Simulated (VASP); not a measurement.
# Zr (Fm-3m) in VASP: notebook, part 2 of 2

VASP 6.6.1.

## 3. Single point, PBE

INCAR reads:

```
SYSTEM = Zr
PREC     = Accurate       ! precision mode
ENCUT    = 500            ! plane-wave cutoff, eV
EDIFF    = 1E-6           ! SCF threshold, eV
ISMEAR   = 0              ! smearing method
SIGMA    = 0.1            ! smearing width, eV
LREAL    = .FALSE.        ! projectors in reciprocal space
LASPH    = .TRUE.         ! aspherical terms in the spheres
NELM     = 120            ! most SCF steps
ALGO     = Normal         ! electronic algorithm
ISIF     = 2              ! what is computed and relaxed
LWAVE    = .FALSE.        ! write WAVECAR
LCHARG   = .TRUE.         ! write CHGCAR
GGA      = PE             ! functional
LELF     = .TRUE.         ! ELF
LVHAR    = .TRUE.       
NBANDS   = 12             ! bands
GGA_COMPAT= .FALSE.
```

KPOINTS reads:

```
Automatic mesh
0
G
  10 10 10
  0 0 0
```

POSCAR reads:

```
Zr
1.0
    0.0000000000      2.2646202716      2.2646202716
    2.2646202716      0.0000000000      2.2646202716
    2.2646202716      2.2646202716      0.0000000000
Zr
1
Direct
    0.0000000000      0.0000000000      0.0000000000
```

Potentials or basis: VASP PAW PBE potentials, release 64 (Zr_sv).

Launch:

```sh
$ cat potpaw_PBE.64/Zr_sv/POTCAR > POTCAR
$ mpirun -np 1 vasp_std > vasp.out
```

OUTCAR:

```text
SYSTEM = Zr
   PREC = Accurate
   ENCUT = 500
   EDIFF = 1E-6
   ISMEAR = 0
   LREAL = .FALSE.
   LASPH = .TRUE.
   NELM = 120
   ISIF = 2
   GGA = PE

 ion  position               nearest neighbor table
   1  0.000  0.000  0.000-

  LATTYP: Found a face centered cubic cell.
 ALAT       =     4.5292405432

  Lattice vectors:

 A1 = (   0.0000000000,   2.2646202716,   2.2646202716)
 A2 = (   2.2646202716,   0.0000000000,   2.2646202716)
 A3 = (   2.2646202716,   2.2646202716,   0.0000000000)

Analysis of symmetry for initial positions (statically):
=====================================================================
 Subroutine PRICEL returns:
 Original cell was already a primitive cell.

 Routine SETGRP: Setting up the symmetry group for a
 face centered cubic supercell.

 Subroutine GETGRP returns: Found 48 space group operations
 (whereof 48 operations were pure point group operations)
 out of a pool of 48 trial point group operations.

The static configuration has the point symmetry O_h .

Analysis of symmetry for dynamics (positions and initial velocities):
=====================================================================
 Subroutine PRICEL returns:
 Original cell was already a primitive cell.

 Routine SETGRP: Setting up the symmetry group for a
 face centered cubic supercell.

 Subroutine GETGRP returns: Found 48 space group operations
 (whereof 48 operations were pure point group operations)
 out of a pool of 48 trial point group operations.

The dynamic configuration has the point symmetry O_h .

 Subroutine INISYM returns: Found 48 space group operations
 (whereof 48 operations are pure point group operations),
 and found     1 'primitive' translations

----------------------------------------------------------------------------------------

                                     Primitive cell

  volume of cell :      23.2282

[... 107 lines left out ...]
  volume/ion in A,a.u.               =      23.23       156.75
  Fermi-wavevector in a.u.,A,eV,Ry     =   1.313600  2.482344 23.477470  1.725545
  Thomas-Fermi vector in A             =   2.443912
   LORBIT       =      0    0 simple, 1 ext, 2 COOP (PROOUT), +10 PAW based schemes
   GGA     = PE    functional components
   LHFCALC =     F    Hartree Fock is set to
   AEXX    =    0.0000 exact exchange contribution
   IVDW    =     0    specifies the selected vdW correction
   LEPSILON=     F    determine dielectric tensor
   LRPA    =     F    only Hartree local field effects (RPA)
 non-spin polarized calculation
 Gauss-broadening in eV      SIGMA  =   0.10
  energy-cutoff  :      500.00
  volume of cell :       23.23
 maximum number of plane-waves:       609
   NGX = 11   NGY = 11   NGZ = 11

 number of electron      12.0000000 magnetization

 Free energy of the ion-electron system (eV)
  ---------------------------------------------------
  ext. energy  EPLUGINS =         0.00000000
  ---------------------------------------------------
  free energy    TOTEN  =        -8.48537000 eV

  energy without entropy =       -8.47783394  energy(sigma->0) =       -8.48160197

 E-fermi :   8.9000     XC(G=0): -11.0931

 val. band max:        8.8987004903   @ k =  -0.3000   0.2000   0.0000
 cond. band min:       8.9302001847   @ k =   0.3000   0.0000   0.0000
 fundamental gap:      0.0314996944
 Fermi energy:         8.8999596970

 k-point     1 :       0.0000    0.0000    0.0000
  band No.  band energies     occupation
      1     -39.7926      2.00000
      2     -17.3057      2.00000
      3     -17.3057      2.00000
      4     -17.3057      2.00000
      5       3.3567      2.00000
      6       9.8918      0.00000
      7       9.8918      0.00000
      8       9.8918      0.00000
      9      12.3089      0.00000
     10      12.3089      0.00000
     11      19.4142      0.00000
     12      23.5957      0.00000
[... 331 lines left out ...]
 k-point    24 :       0.4000    0.3000    0.0000
  band No.  band energies     occupation
      1     -39.6419      2.00000
      2     -18.0426      2.00000
      3     -17.6014      2.00000
      4     -17.5696      2.00000
      5       6.2981      2.00000
      6       7.3294      2.00000
      7       9.9794      0.00000
      8      12.3250      0.00000
      9      13.3323      0.00000
     10      13.9780      0.00000
     11      20.4583      0.00000
     12      21.5864      0.00000

 [... further k-points ...]
[... 5 lines left out ...]
  --------------------------------------------------------------------------------------
  -------------------------------------------------------------------------------------
  Total        0.0127138      0.0127138      0.0127138     -0.0000000      0.0000000      0.0000000
  in kB        0.8769397      0.8769397      0.8769397     -0.0000000      0.0000000      0.0000000
  external PRESSURE =       0.8769397 kB  Pullay stress =       0.0000000 kB

 VOLUME and BASIS-vectors are now :
 -----------------------------------------------------------------------------
  energy-cutoff  :      500.00
  volume of cell :       23.23
      direct lattice vectors                 reciprocal lattice vectors
     0.000000000  2.264620272  2.264620272    -0.220787567  0.220787567  0.220787567
     2.264620272  0.000000000  2.264620272     0.220787567 -0.220787567  0.220787567
     2.264620272  2.264620272  0.000000000     0.220787567  0.220787567 -0.220787567

 POSITION                                       TOTAL-FORCE (eV/Angst)
 -----------------------------------------------------------------------------------
      0.00000      0.00000      0.00000        -0.000000     -0.000000     -0.000000
 -----------------------------------------------------------------------------------
    total drift:                               -0.000000      0.000000      0.000000

  FREE ENERGIE OF THE ION-ELECTRON SYSTEM (eV)
  ---------------------------------------------------
  free  energy   TOTEN  =        -8.4853699991 eV

  energy  without entropy=       -8.4778339396  energy(sigma->0) =       -8.48160197
```

OSZICAR:

```text
N       E                     dE             d eps       ncg     rms          rms(c)
DAV:   1     0.874260798635E+02    0.87426E+02   -0.66649E+03  1128   0.965E+02
DAV:   2    -0.599831489658E+01   -0.93424E+02   -0.90608E+02  1284   0.266E+02
DAV:   3    -0.878161811840E+01   -0.27833E+01   -0.27520E+01  1740   0.399E+01
DAV:   4    -0.882236304730E+01   -0.40745E-01   -0.40727E-01  1280   0.501E+00
DAV:   5    -0.882297959329E+01   -0.61655E-03   -0.61654E-03  1676   0.450E-01    0.102E+01
DAV:   6    -0.853651442202E+01    0.28647E+00   -0.37540E-01  1240   0.570E+00    0.404E+00
DAV:   7    -0.848234825810E+01    0.54166E-01   -0.20350E-01  1320   0.401E+00    0.720E-01
DAV:   8    -0.848537225095E+01   -0.30240E-02   -0.12274E-02  1348   0.127E+00    0.992E-02
DAV:   9    -0.848537949533E+01   -0.72444E-05   -0.44295E-04  1468   0.186E-01    0.226E-02
DAV:  10    -0.848537461199E+01    0.48833E-05   -0.14359E-05  1356   0.385E-02    0.709E-03
DAV:  11    -0.848537011619E+01    0.44958E-05   -0.19830E-06  1320   0.119E-02    0.198E-03
DAV:  12    -0.848536999912E+01    0.11706E-06   -0.75254E-08   676   0.212E-03
   1 F= -.84853700E+01 E0= -.84816020E+01  d E =-.753606E-02
```

Wall time 5.1 s (1 thread of Intel Xeon 6975P-C (Granite Rapids), shared host); peak memory 0.13 GiB.

Results:

```
Free energy            : -8.4854 eV
Pressure               : 0.1 GPa
Band gap on the k mesh : zero (band 6 reaches 9.89 eV, above the bottom of band 7 at 8.63 eV)
```

Levels at points of the mesh, in eV from the Fermi level:
```tsv
k point	band 4	band 5	band 6	band 7	band 8	band 9
(0.00, 0.00, 0.00)	-26.21	-5.54	0.99	0.99	0.99	3.41
(0.50, 0.00, 0.00)	-26.33	-2.93	0.81	0.81	1.12	5.19
(0.50, 0.50, 0.00)	-26.55	-2.97	-2.17	3.01	5.20	5.70
```

## 4. Single point, PBE

INCAR reads:

```
  PREC = Accurate
  ENCUT = 500
  EDIFF = 1E-6
  ISMEAR = 0
  SIGMA = 0.1
  LREAL = F
  LASPH = T
  NELM = 120
  ALGO = Normal
  ISIF = 2
  LWAVE = F
  LCHARG = T
  GGA = PE
  LELF = T
  LVHAR = T
  NBANDS = 12
  GGA_COMPAT = F
```

KPOINTS reads:

```
regular mesh
0
Gamma
  10 10 10
```

Edit POSCAR of step 3 so:

```diff
@@ -8,2 +8,2 @@
 Direct
-    0.0000000000      0.0000000000      0.0000000000
+    0.0263113022      0.0500851634     -0.0716029926
```

Potentials or basis: VASP PAW PBE potentials, release 64 (Zr_sv).

Launch:

```sh
$ cat potpaw_PBE.64/Zr_sv/POTCAR > POTCAR
$ mpirun -np 1 vasp_std > vasp.out
```

OUTCAR:

```text
PREC = Accurate
   ENCUT = 500
   EDIFF = 1E-6
   ISMEAR = 0
   LREAL = F
   LASPH = T
   NELM = 120
   ISIF = 2
   GGA = PE

 ion  position               nearest neighbor table
   1  0.026  0.050  0.928-

  LATTYP: Found a face centered cubic cell.
 ALAT       =     4.5292405432

  Lattice vectors:

 A1 = (   0.0000000000,   2.2646202716,   2.2646202716)
 A2 = (   2.2646202716,   0.0000000000,   2.2646202716)
 A3 = (   2.2646202716,   2.2646202716,   0.0000000000)

Analysis of symmetry for initial positions (statically):
[... 530 lines left out ...]
      4     -17.5696      2.00000
      5       6.2981      2.00000
      6       7.3294      2.00000
      7       9.9794      0.00000
      8      12.3250      0.00000
      9      13.3323      0.00000
     10      13.9780      0.00000
     11      20.4583      0.00000
     12      21.5864      0.00000

 [... further k-points ...]
[... 5 lines left out ...]
  --------------------------------------------------------------------------------------
  -------------------------------------------------------------------------------------
  Total        0.0126358      0.0126358      0.0126358      0.0000000     -0.0000000     -0.0000000
  in kB        0.8715604      0.8715604      0.8715604      0.0000000     -0.0000000     -0.0000000
  external PRESSURE =       0.8715604 kB  Pullay stress =       0.0000000 kB

 VOLUME and BASIS-vectors are now :
 -----------------------------------------------------------------------------
  energy-cutoff  :      500.00
  volume of cell :       23.23
      direct lattice vectors                 reciprocal lattice vectors
     0.000000000  2.264620272  2.264620272    -0.220787567  0.220787567  0.220787567
     2.264620272  0.000000000  2.264620272     0.220787567 -0.220787567  0.220787567
     2.264620272  2.264620272  0.000000000     0.220787567  0.220787567 -0.220787567

 POSITION                                       TOTAL-FORCE (eV/Angst)
 -----------------------------------------------------------------------------------
      2.21589      2.16205      0.17301        -0.000000     -0.000000     -0.000000
 -----------------------------------------------------------------------------------
    total drift:                               -0.000000     -0.000001     -0.000002

  FREE ENERGIE OF THE ION-ELECTRON SYSTEM (eV)
  ---------------------------------------------------
  free  energy   TOTEN  =        -8.4853699153 eV

  energy  without entropy=       -8.4778338646  energy(sigma->0) =       -8.48160189
```

OSZICAR:

```text
N       E                     dE             d eps       ncg     rms          rms(c)
DAV:   1     0.772191357195E+02    0.77219E+02   -0.63677E+03  1128   0.945E+02
DAV:   2    -0.530350768839E+01   -0.82523E+02   -0.80283E+02  1300   0.265E+02
DAV:   3    -0.875904455531E+01   -0.34555E+01   -0.34190E+01  1832   0.419E+01
DAV:   4    -0.882206508109E+01   -0.63021E-01   -0.63008E-01  1256   0.602E+00
DAV:   5    -0.882296529879E+01   -0.90022E-03   -0.90021E-03  1660   0.546E-01    0.102E+01
DAV:   6    -0.853651140196E+01    0.28645E+00   -0.37587E-01  1232   0.570E+00    0.404E+00
DAV:   7    -0.848235214422E+01    0.54159E-01   -0.20353E-01  1320   0.401E+00    0.721E-01
DAV:   8    -0.848537201071E+01   -0.30199E-02   -0.12223E-02  1348   0.127E+00    0.996E-02
DAV:   9    -0.848537943377E+01   -0.74231E-05   -0.44304E-04  1448   0.187E-01    0.224E-02
DAV:  10    -0.848537441742E+01    0.50163E-05   -0.15095E-05  1356   0.392E-02    0.700E-03
DAV:  11    -0.848537003596E+01    0.43815E-05   -0.18704E-06  1256   0.119E-02    0.184E-03
DAV:  12    -0.848536991534E+01    0.12061E-06   -0.90328E-08   676   0.226E-03
   1 F= -.84853699E+01 E0= -.84816019E+01  d E =-.753605E-02
```

stdout:

```text
POSCAR found type information on POSCAR Zr
 POSCAR found :  1 types and       1 ions
 scaLAPACK will be used
 LDA part: xc-table for (Slater+PW92), standard interpolation
 POSCAR, INCAR and KPOINTS ok, starting setup
 FFT: planning ... GRIDC
 FFT: planning ... GRID_SOFT
 FFT: planning ... GRID
 WAVECAR not read
 entering main loop
```

Wall time 5 s (1 thread of Intel Xeon 6975P-C (Granite Rapids), shared host); peak memory 0.13 GiB.

Results:

| Property | Result |
| --- | --- |
| Free energy | -8.4854 eV |
| Pressure | 0.1 GPa |
| Band gap on the k mesh | zero (band 6 reaches 9.89 eV, above the bottom of band 7 at 8.63 eV) |

## 5. Single point, PBE

INCAR reads:

```
PREC = Accurate ; ENCUT = 500
EDIFF = 1E-6 ; ISMEAR = 0
SIGMA = 0.1 ; LREAL = F
LASPH = T ; NELM = 120
ALGO = Normal ; ISIF = 2
LWAVE = F ; LCHARG = F
GGA = PE ; NBANDS = 12
GGA_COMPAT = F
```

KPOINTS is that of step 4.

Edit POSCAR of step 4 so:

```diff
@@ -8,2 +8,2 @@
 Direct
-    0.0263113022      0.0500851634     -0.0716029926
+    0.8540000000      0.5210000000      0.1180000000
```

Potentials or basis: VASP PAW PBE potentials, release 64 (Zr_sv).

Launch:

```sh
$ cat potpaw_PBE.64/Zr_sv/POTCAR > POTCAR
$ mpirun -np 1 vasp_std > vasp.out
```

OUTCAR:

```text
PREC = Accurate
   ENCUT = 500
   EDIFF = 1E-6
   ISMEAR = 0
   LREAL = F
   LASPH = T
   NELM = 120
   ISIF = 2
   GGA = PE

 ion  position               nearest neighbor table
   1  0.854  0.521  0.118-

  LATTYP: Found a face centered cubic cell.
 ALAT       =     4.5292405432

  Lattice vectors:

 A1 = (   0.0000000000,   2.2646202716,   2.2646202716)
 A2 = (   2.2646202716,   0.0000000000,   2.2646202716)
 A3 = (   2.2646202716,   2.2646202716,   0.0000000000)

Analysis of symmetry for initial positions (statically):
[... 530 lines left out ...]
      4     -17.5696      2.00000
      5       6.2981      2.00000
      6       7.3294      2.00000
      7       9.9794      0.00000
      8      12.3250      0.00000
      9      13.3323      0.00000
     10      13.9780      0.00000
     11      20.4583      0.00000
     12      21.5864      0.00000

 [... further k-points ...]
[... 5 lines left out ...]
  --------------------------------------------------------------------------------------
  -------------------------------------------------------------------------------------
  Total        0.0126325      0.0126325      0.0126325     -0.0000000     -0.0000000      0.0000000
  in kB        0.8713296      0.8713296      0.8713296     -0.0000000     -0.0000000      0.0000000
  external PRESSURE =       0.8713296 kB  Pullay stress =       0.0000000 kB

 VOLUME and BASIS-vectors are now :
 -----------------------------------------------------------------------------
  energy-cutoff  :      500.00
  volume of cell :       23.23
      direct lattice vectors                 reciprocal lattice vectors
     0.000000000  2.264620272  2.264620272    -0.220787567  0.220787567  0.220787567
     2.264620272  0.000000000  2.264620272     0.220787567 -0.220787567  0.220787567
     2.264620272  2.264620272  0.000000000     0.220787567  0.220787567 -0.220787567

 POSITION                                       TOTAL-FORCE (eV/Angst)
 -----------------------------------------------------------------------------------
      1.44709      2.20121      3.11385         0.000000      0.000000      0.000000
 -----------------------------------------------------------------------------------
    total drift:                                0.000001      0.000001     -0.000000

  FREE ENERGIE OF THE ION-ELECTRON SYSTEM (eV)
  ---------------------------------------------------
  free  energy   TOTEN  =        -8.4853699322 eV

  energy  without entropy=       -8.4778338845  energy(sigma->0) =       -8.48160191
```

OSZICAR:

```text
N       E                     dE             d eps       ncg     rms          rms(c)
DAV:   1     0.842009600611E+02    0.84201E+02   -0.66727E+03  1128   0.948E+02
DAV:   2    -0.412868221287E+01   -0.88330E+02   -0.86009E+02  1272   0.270E+02
DAV:   3    -0.856356795709E+01   -0.44349E+01   -0.43672E+01  1812   0.498E+01
DAV:   4    -0.882123985133E+01   -0.25767E+00   -0.25760E+00  1352   0.738E+00
DAV:   5    -0.882295473173E+01   -0.17149E-02   -0.17148E-02  1488   0.697E-01    0.102E+01
DAV:   6    -0.853644681109E+01    0.28651E+00   -0.37684E-01  1224   0.570E+00    0.404E+00
DAV:   7    -0.848236010246E+01    0.54087E-01   -0.20364E-01  1340   0.401E+00    0.723E-01
DAV:   8    -0.848537519246E+01   -0.30151E-02   -0.12229E-02  1352   0.127E+00    0.100E-01
DAV:   9    -0.848537897503E+01   -0.37826E-05   -0.44305E-04  1460   0.187E-01    0.222E-02
DAV:  10    -0.848537443306E+01    0.45420E-05   -0.13960E-05  1368   0.384E-02    0.692E-03
DAV:  11    -0.848537004537E+01    0.43877E-05   -0.19736E-06  1300   0.119E-02    0.196E-03
DAV:  12    -0.848536993219E+01    0.11318E-06   -0.84736E-08   684   0.222E-03
   1 F= -.84853699E+01 E0= -.84816019E+01  d E =-.753605E-02
```

stdout:

```text
POSCAR found type information on POSCAR Zr
 POSCAR found :  1 types and       1 ions
 scaLAPACK will be used
 LDA part: xc-table for (Slater+PW92), standard interpolation
 POSCAR, INCAR and KPOINTS ok, starting setup
 FFT: planning ... GRIDC
 FFT: planning ... GRID_SOFT
 FFT: planning ... GRID
 WAVECAR not read
 entering main loop
```

Wall time 4.8 s (1 thread of Intel Xeon 6975P-C (Granite Rapids), shared host); peak memory 0.14 GiB.

What came out:

| Quantity | Value |
| --- | --- |
| Free energy | -8.4854 eV |
| Pressure | 0.1 GPa |
| Band gap on the k mesh | zero (band 6 reaches 9.89 eV, above the bottom of band 7 at 8.63 eV) |

Levels at points of the mesh, in eV from the Fermi level:
```
           k point  band 2  band 3  band 4  band 5  band 6  band 7  band 8  band 9  band 10  band 11
(0.00, 0.00, 0.00)  -26.21  -26.21  -26.21   -5.54    0.99    0.99    0.99    3.41     3.41    10.51
(0.50, 0.00, 0.00)  -27.17  -26.33  -26.33   -2.93    0.81    0.81    1.12    5.19     5.19     9.57
(0.50, 0.50, 0.00)  -27.11  -26.55  -26.55   -2.97   -2.17    3.01    5.20    5.70     5.70     9.82
```
